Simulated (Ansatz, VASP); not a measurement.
GaN: VASP beside Ansatz

```
Ga N
1.0
     0.00000    2.22760    2.22760
     2.22760    0.00000    2.22760
     2.22760    2.22760    0.00000
Ga N
1 1
Direct
  0.00000 0.00000 0.00000
  0.25000 0.25000 0.25000
```

Alike in both runs: functional LDA; k mesh 10 × 10 × 10; occupations gaussian, width 0.02 eV; no spin polarisation.

Ansatz relaxed the structure, and its values are those at the end. VASP's run is a single point on that final structure, the one shown.

|  | VASP | Ansatz |
| --- | --- | --- |
| version | VASP 6.6.1 | Ansatz 0.2.0 |
| potentials or method | VASP PAW LDA potentials, release 64 (Ga_d, N_h), cutoff 1330 eV | scalar-relativistic, plane waves, PAW |
| valence electrons in the cell | 18 | 18 |

|  | VASP | Ansatz | Ansatz less VASP |
| --- | --- | --- | --- |
| gap on the k mesh at the Fermi level (eV) | 1.97 | 1.96 | -0.013 |
| least direct gap on the mesh (eV) | 1.97 | 1.96 | -0.013 |
| pressure (GPa) | 1.0 | 0.0 | -1.00 |

Ansatz warns that its potentials were made for another functional, while VASP's fit it. LDA's correlation is that of Perdew and Zunger in VASP and of Perdew and Wang (1992) in Ansatz.
